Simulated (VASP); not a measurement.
Here is a VASP 6.6.1 calculation.

File POSCAR:

```
CdTe
1.0
    0.0000000000      3.2799012430      3.2799012430
    3.2799012430      0.0000000000      3.2799012430
    3.2799012430      3.2799012430      0.0000000000
Cd Te
1 1
Direct
    0.0000000000      0.0000000000      0.0000000000
    0.2500000000      0.2500000000      0.2500000000
```

The input INCAR.step1:

```
SYSTEM = CdTe
  ALGO = Normal
  EDIFF = 1E-5
  ENCUT = 500
  GGA = PE
  ISIF = 2
  ISMEAR = 0
  LASPH = .TRUE.
  LCHARG = .FALSE.
  LREAL = .FALSE.
  LWAVE = .TRUE.
  NELM = 60
  PREC = Accurate
  SIGMA = 0.02
```

INCAR.step2

```
SYSTEM = CdTe
  ALGO = Normal
  EDIFF = 1E-8
  ENCUT = 500
  GGA = PE
  HFSCREEN = 0.2
  ISMEAR = 0
  ISTART = 1
  LASPH = .TRUE.
  LCHARG = .FALSE.
  LHFCALC = .TRUE.
  LREAL = .FALSE.
  LWAVE = .TRUE.
  NELM = 60
  PREC = Accurate
  PRECFOCK = Normal
  SIGMA = 0.01
```

File INCAR.step3:

```
SYSTEM = CdTe
  ALGO = Exact
  EDIFF = 1E-8
  ENCUT = 500
  GGA = PE
  HFSCREEN = 0.2
  ISMEAR = 0
  ISTART = 1
  LASPH = .TRUE.
  LCHARG = .FALSE.
  LHFCALC = .TRUE.
  LOPTICS = .TRUE.
  LREAL = .FALSE.
  LWAVE = .TRUE.
  NBANDS = 69
  NELM = 1
  PREC = Accurate
  PRECFOCK = Normal
  SIGMA = 0.01
```

Contents of INCAR.step4:

```
SYSTEM = CdTe
  ALGO = EVGW0
  EDIFF = 1E-8
  ENCUT = 500
  ENCUTGW = 80.0
  GGA = PE
  HFSCREEN = 0.2
  ISMEAR = 0
  ISTART = 1
  LASPH = .TRUE.
  LCHARG = .FALSE.
  LHFCALC = .TRUE.
  LREAL = .FALSE.
  LWAVE = .FALSE.
  NBANDS = 69
  NBANDSGW = 17
  NELMGW = 1
  NOMEGA = 48
  PREC = Accurate
  PRECFOCK = Fast
  SIGMA = 0.01
```

The input KPOINTS:

```
k-points
0
G
  2 2 2
  0 0 0
```

Potentials or basis: VASP PAW PBE potentials, release 64 (Cd_GW, Te_GW).

Launch:

```console
$ cat potpaw_PBE.64/Cd_GW/POTCAR potpaw_PBE.64/Te_GW/POTCAR > POTCAR
$ cp INCAR.step1 INCAR
$ mpirun -np 1 vasp_std > vasp.out
$ cp INCAR.step2 INCAR
$ mpirun -np 1 vasp_std > vasp.out
$ cp INCAR.step3 INCAR
$ mpirun -np 1 vasp_std > vasp.out
$ cp INCAR.step4 INCAR
$ mpirun -np 1 vasp_std > vasp.out
```

Question: What does it give for the quasiparticle gap?

Answer: 1.66 eV.

Question: Predict the least direct quasiparticle gap.

Answer: 1.66 eV.

Question: Estimate the band gap of the starting levels on the mesh.

Answer: 1.67 eV.

Question: What does it give for the least direct gap of the starting levels on the mesh?

Answer: 1.67 eV.

Caveat: the k points lie up to 0.83 Å⁻¹ apart; bands, screening cutoff and mesh are small and nothing is extrapolated, so the quasiparticle values aren't converged; spin-orbit coupling is left out, which moves the levels of the heavy elements.
